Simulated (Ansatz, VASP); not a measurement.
**Two plane-wave programs on BO2**

```xyz
6
Lattice="0.0000 2.7916 2.7916 2.7916 0.0000 2.7916 2.7916 2.7916 0.0000" Properties=species:S:1:pos:R:3 pbc="T T T"
B     0.0000    0.0000    0.0000
B     1.3958    1.3958    1.3958
O     3.4895    3.4895    3.4895
O     3.4895    2.0937    2.0937
O     2.0937    2.0937    3.4895
O     2.0937    3.4895    2.0937
```

Alike in both runs: task relaxation of cell and atoms; functional PBE; k mesh 6 × 6 × 6; occupations gaussian, width 0.1 eV; no spin polarisation.

|  | VASP | Ansatz |
| --- | --- | --- |
| version | VASP 6.6.1 | Ansatz 0.2.0 |
| potentials or method | VASP PAW PBE potentials, release 64 (B, O), cutoff 600 eV | scalar-relativistic, plane waves, PAW |
| valence electrons in the cell | 30 | 30 |

```csv
,VASP,Ansatz,Ansatz less VASP
"gap on the k mesh at the Fermi level, each at its own relaxed structure (eV)",none,none,-
relaxed volume (Å³/atom),9.21,9.25,+0.034
relaxed length of the cell vector where the two differ most in proportion (Å),4.276,4.281,+0.0052
```

A gap of «none» marks a metal or a gap that the smearing closes.

Noted on VASP's run: the volume moved by over 15 % at a fixed basis, so the end points are rough.
